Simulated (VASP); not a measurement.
# Ta16H (a cell with a defect): single point with PBE

Ta16H (a cell with a defect):

```
Ta H
1.0
     6.62000    0.00000    0.00000
     0.00000    6.62000    0.00000
     0.00000    0.00000    6.62000
Ta H
16 1
Direct
  0.00763 0.99347 0.99964
  0.49229 0.99347 0.99965
  0.00204 0.50117 0.99964
  0.99920 0.00062 0.49964
  0.24996 0.24831 0.24888
  0.49788 0.50118 0.99964
  0.50071 0.00062 0.49964
  0.74996 0.25547 0.25731
  0.99976 0.50054 0.49964
  0.24996 0.74840 0.24944
  0.24996 0.24830 0.75041
  0.50016 0.50054 0.49964
  0.74996 0.74774 0.25173
  0.74996 0.25547 0.74198
  0.24996 0.74840 0.74985
  0.74996 0.74775 0.74755
  0.74996 0.12445 0.99965
```

```
Program                : VASP 6.6.1
Task                   : single point
Functional             : PBE
Potentials or basis    : VASP PAW PBE potentials, release 64 (Ta_pv, H)
Cutoff                 : 520 eV
k mesh                 : 2 × 2 × 2
Occupations            : fermi-dirac, width 0.05 eV
Spin                   : no spin polarisation
Dipole correction      : no
Further INCAR settings : LREAL = Auto; ALGO = Normal; EDIFF = 1e-06; NBANDS = 102
```

```
Pressure               : 1.3 GPa
Largest force          : 0.014 eV/Å
Band gap on the k mesh : zero (an odd number of electrons rules out a gap without spin polarisation)
```

Forces on the atoms (eV/Å):
```
Ta   0.012 -0.003  0.000
Ta  -0.012 -0.003  0.000
Ta   0.004 -0.001  0.000
Ta  -0.006  0.000  0.000
Ta   0.000  0.000 -0.006
Ta  -0.004 -0.001  0.000
Ta   0.006  0.000  0.000
Ta   0.000  0.002  0.014
Ta  -0.003  0.003 -0.001
Ta   0.000 -0.004 -0.003
Ta   0.000  0.000  0.005
Ta   0.003  0.003 -0.001
Ta   0.000  0.001  0.003
Ta   0.000  0.002 -0.012
Ta   0.000 -0.003  0.003
Ta   0.000  0.002 -0.002
H    0.000  0.000  0.000
```

Stress tensor (GPa, compression positive):
```
1.43 0.00 0.00
0.00 0.89 0.00
0.00 0.00 1.43
```

Levels at points of the mesh, in eV from the Fermi level:
```tsv
k point	band 85	band 86	band 87	band 88	band 89	band 90	band 91	band 92
(0.00, 0.00, 0.00)	0.74	1.13	1.18	1.18	1.22	1.22	1.24	1.31
(0.50, 0.00, 0.00)	-0.41	-0.38	0.16	0.29	0.33	0.35	0.63	0.66
(0.00, 0.50, 0.00)	-0.40	-0.40	-0.09	0.31	0.32	0.35	0.62	0.62
(0.00, 0.00, 0.50)	-0.41	-0.38	0.16	0.29	0.33	0.35	0.63	0.66
(0.50, 0.50, 0.00)	-0.50	-0.46	-0.40	-0.39	-0.18	-0.15	-0.02	0.03
(0.00, 0.50, 0.50)	-0.50	-0.46	-0.40	-0.39	-0.18	-0.15	-0.02	0.03
(0.50, 0.00, 0.50)	-0.49	-0.48	-0.47	-0.41	-0.22	-0.21	0.08	0.08
(0.50, 0.50, 0.50)	-1.02	-0.99	-0.99	-0.96	-0.93	-0.93	-0.90	-0.90
```

Run time: 13 min on 1 thread of Intel Xeon 8259CL, with other jobs on the host, peak memory 0.44 GiB.

Caveat: the k points lie up to 0.47 Å⁻¹ apart, too coarse for converged energies and pressures of a metal; spin-orbit coupling is left out, which moves the levels of the heavy elements.
